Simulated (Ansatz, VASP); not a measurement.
One calculation of SiGe2C2, two programs

INCAR

```
  PREC = Accurate
  ENCUT = 600
  EDIFF = 1E-6
  ISMEAR = 0
  SIGMA = 0.1
  LREAL = False
  LASPH = True
  NELM = 80
  ALGO = Normal
  ISIF = 3
  LWAVE = False
  LCHARG = False
  GGA = PE
  IBRION = 2
  NSW = 90
  EDIFFG = -0.04
```

The input KPOINTS:

```
Automatic mesh
0
Gamma
  4 4 6
```

File POSCAR:

```
SiGe2C2
1.0
    4.9075965257      0.0000000000      0.0000000000
    0.0000000000      4.9075965257      0.0000000000
    0.0000000000      0.0000000000      3.4439055413
Si Ge C
1 2 2
Direct
    0.5000000000      0.5000000000      0.5000000000
    0.0000000000      0.5000000000      0.5000000000
    0.5000000000      0.0000000000      0.5000000000
    0.0000000000      0.0000000000      0.0000000000
    0.5000000000      0.5000000000      0.0000000000
```

Input for Ansatz:

```yaml
crystal:
  lattice:
    - [4.9075965257, 0.0, 0.0]
    - [0.0, 4.9075965257, 0.0]
    - [0.0, 0.0, 3.4439055413]
  atoms:
    - { symbol: Si, position: [0.5, 0.5, 0.5] }
    - { symbol: Ge, position: [0.0, 0.5, 0.5] }
    - { symbol: Ge, position: [0.5, 0.0, 0.5] }
    - { symbol: C, position: [0.0, 0.0, 0.0] }
    - { symbol: C, position: [0.5, 0.5, 0.0] }
basis:
  ecutwfc: 420
kpoints:
  mp_grid: { grid: [4, 4, 6] }
hamiltonian:
  xc: pbe
scf:
  occupations: { method: gaussian, width: 0.1 }
  lower_state_search: "off"
output:
  forces: true
  stress: true
  eigenvalues: true
relax:
  adjacent_minimum: "off"
  f_tol: 0.04
  max_steps: 70
  cell: { stress_tol: 0.4 }
```

Alike in both runs: task relaxation of cell and atoms; functional PBE; k mesh 4 × 4 × 6; occupations gaussian, width 0.1 eV; no spin polarisation.

|  | VASP | Ansatz |
| --- | --- | --- |
| version | VASP 6.6.1 | Ansatz 0.2.0 |
| potentials or method | VASP PAW PBE potentials, release 64 (Si, Ge_d, C), cutoff 600 eV | scalar-relativistic, plane waves, PAW |
| valence electrons in the cell | 40 | 40 |

Ansatz gave:

```
gap on the k mesh at the Fermi level, each at its own relaxed structure (eV) : none
relaxed volume (Å³/atom)                                                     : 16.38
relaxed length of the cell vector where the two differ most in proportion (Å)              : 4.872
```

Q: Which values does VASP return?

A: gap on the k mesh at the Fermi level, each at its own relaxed structure (eV): none; relaxed volume (Å³/atom): 16.40; relaxed length of the cell vector where the two differ most in proportion (Å): 4.878.

A gap of «none» marks a metal or a gap that the smearing closes.
